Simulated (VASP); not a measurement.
Here is a VASP 6.6.1 calculation.

The input INCAR:

```
PREC = Accurate
ENCUT = 520
EDIFF = 1E-6
ISMEAR = 0
SIGMA = 0.05
LREAL = False
LASPH = True
NELM = 100
ALGO = Normal
ISIF = 2
LWAVE = False
LCHARG = False
GGA = PE
NBANDS = 11
```

File KPOINTS:

```
regular mesh
0
Gamma
  12 12 12
```

POSCAR

```
SiC
1.0
    0.0000000000      2.1747062033      2.1747062033
    2.1747062033      0.0000000000      2.1747062033
    2.0630712848      2.0630712848      0.1116349184
Si C
1 1
Direct
    0.0000000000      0.0000000000      0.0000000000
    0.7500000000      0.7500000000      0.7500000000
```

Potentials or basis: VASP PAW PBE potentials, release 64 (Si, C).

Command:

```console
$ cat potpaw_PBE.64/Si/POTCAR potpaw_PBE.64/C/POTCAR > POTCAR
$ mpirun -np 1 vasp_std > vasp.out
```

Q: Estimate the pressure.

A: 28.5 GPa.

Q: Estimate the band gap on the k mesh.

A: 0.88 eV, indirect (least direct gap 3.99 eV).

Q: Estimate the largest force.

A: 1.652 eV/Å.

Stress tensor (GPa, compression positive):
```
 28.48  19.62 -19.62
 19.62  28.48 -19.62
-19.62 -19.62  28.48
```

Caveat: forces of over 1 eV/Å act on the atoms, so gaps and moduli don't describe the material at rest. A k mesh can miss the band edges.
